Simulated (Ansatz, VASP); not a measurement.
# Two plane-wave programs on CdS

INCAR

```
SYSTEM = CdS
  ALGO = Normal
  EDIFF = 1E-6
  ENCUT = 520
  ISIF = 2
  ISMEAR = 0
  LASPH = .TRUE.
  LCHARG = .FALSE.
  LREAL = .FALSE.
  LWAVE = .FALSE.
  NBANDS = 16
  NELM = 80
  PREC = Accurate
  SIGMA = 0.1
```

The input KPOINTS:

```
k-points
0
G
  6 6 6
  0 0 0
```

File POSCAR:

```
CdS
1.0
    0.0000000000      2.8770830059      2.8770830059
    2.8770830059      0.0000000000      2.8770830059
    2.8770830059      2.8770830059      0.0000000000
Cd S
1 1
Direct
    0.0000000000      0.0000000000      0.0000000000
    0.2500000000      0.2500000000      0.2500000000
```

Input for Ansatz:

```yaml
crystal:
  lattice:
    - [0.0, 2.8770830059139265, 2.8770830059139265]
    - [2.8770830059139265, 0.0, 2.8770830059139265]
    - [2.8770830059139265, 2.8770830059139265, 0.0]
  atoms:
    - { symbol: Cd, position: [0.0, 0.0, 0.0] }
    - { symbol: S, position: [0.25, 0.25, 0.25] }
basis:
  ecutwfc: 500.0
kpoints:
  mp_grid:
    grid: [6, 6, 6]
hamiltonian:
  xc: lda
  pseudopotentials:
    kind: paw
scf:
  occupations:
    method: gaussian
output:
  stress: true
```

Alike in both runs: task single point; functional LDA; k mesh 6 × 6 × 6; no spin polarisation.

|  | VASP | Ansatz |
| --- | --- | --- |
| version | VASP 6.6.1 | Ansatz 0.2.0 |
| potentials or method | VASP PAW LDA potentials, release 64 (Cd, S), cutoff 520 eV | plane waves, PAW |
| occupations | gaussian, width 0.1 eV | gaussian |
| valence electrons in the cell | 18 | 26 |

```tsv
	VASP	Ansatz	Ansatz less VASP
pressure (GPa)	0.7	0.1	-0.55
```

LDA's correlation is that of Perdew and Zunger in VASP and of Perdew and Wang (1992) in Ansatz. VASP's potentials hold 18 valence electrons a cell and Ansatz's 26, so a difference there can come from the potentials and not from the codes.
